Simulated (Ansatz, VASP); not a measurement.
## One calculation of Al, two programs

File INCAR:

```
SYSTEM = Al
PREC = Accurate
ENCUT = 520
EDIFF = 1E-6
ISMEAR = 0
SIGMA = 0.15
LREAL = .FALSE.
LASPH = .TRUE.
NELM = 60
ALGO = Fast
ISIF = 2
LWAVE = .FALSE.
LCHARG = .FALSE.
GGA = PE
IVDW = 12
NBANDS = 8
```

File KPOINTS:

```
regular mesh
0
G
  20 20 20
  0 0 0
```

POSCAR

```
Al
1.0
   -0.0928811800      1.9910220790      2.0840028101
    1.8981408990      0.0000000000      1.9911216301
    1.9910220790      1.9910220790     -0.0928811800
Al
1
Direct
    0.0000000000      0.0000000000      0.0000000000
```

Input for Ansatz:

```yaml
crystal:
  lattice:
    - [-0.09288118, 1.991022079, 2.0840028101]
    - [1.898140899, 0.0, 1.9911216301]
    - [1.991022079, 1.991022079, -0.09288118]
  atoms:
    - { symbol: Al, position: [0.0, 0.0, 0.0] }
basis:
  ecutwfc: 420
kpoints:
  mp_grid: { grid: [20, 20, 20] }
hamiltonian:
  xc: pbe
  pseudopotentials: { kind: paw, azcp: { folder: soft_1 } }
  dispersion: d3bj
scf:
  occupations: { method: gaussian, width: 0.15 }
output:
  forces: true
  stress: true
  eigenvalues: true
```

Change from the starting cell: engineering shear strain xz -0.0933, normal strain along z +0.0467.

Alike in both runs: task single point; functional PBE; dispersion D3(BJ); k mesh 20 × 20 × 20; occupations gaussian, width 0.15 eV; no spin polarisation.

|  | VASP | Ansatz |
| --- | --- | --- |
| version | VASP 6.6.1 | Ansatz 0.2.0 |
| potentials or method | VASP PAW PBE potentials, release 64 (Al), cutoff 520 eV | scalar-relativistic, plane waves, PAW |
| valence electrons in the cell | 3 | 3 |

Ansatz gave:

```
gap on the k mesh at the Fermi level (eV)                     : none
pressure (GPa)                                                : -2.7
traceless stress, the component that is largest in VASP (GPa) : 3.15
```

Task: Estimate VASP's values.

Result: gap on the k mesh at the Fermi level (eV): none; pressure (GPa): -2.7; traceless stress, the component that is largest in VASP (GPa): 3.14.

A gap of «none» marks a metal or a gap that the smearing closes.
